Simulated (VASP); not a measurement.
Runs of VASP 6.6.1 on Si. The structure is that of space group Fd-3m (No. 227), or close to it. The cells are those of the table. 

```csv
task,cell,cutoff (eV),k mesh for the DOS,occupations for the DOS,gap on the mesh (eV),pressure (GPa)
single point,"a = 2.927 Å, angles 60.0°, 2 atoms",500,-,-,none,348.7
relaxation of cell and atoms,"relaxed from a = 3.841 Å, angles 60.0°, 2 atoms",600,-,-,0.47,0.0
single point,"a = 3.820 Å, angles 60.0°, 2 atoms",520,-,-,0.47,0.0
single point,"a = 3.546 Å, angles 60.0°, 2 atoms",500,-,-,none,(a)
single point,"a = 3.820 Å, angles 60.0°, 2 atoms",500,-,-,0.47,0.0
```

Alike in all rows: level LDA; potentials or basis VASP PAW LDA potentials, release 64 (Si); no spin polarisation; k mesh 13 × 13 × 13; smearing fermi-dirac 0.1 eV.

Question: Estimate the missing entries.

Answer: (a) 34.1.

A k mesh can miss the band edges.

A gap of «none» marks levels without a gap at the run's occupations.
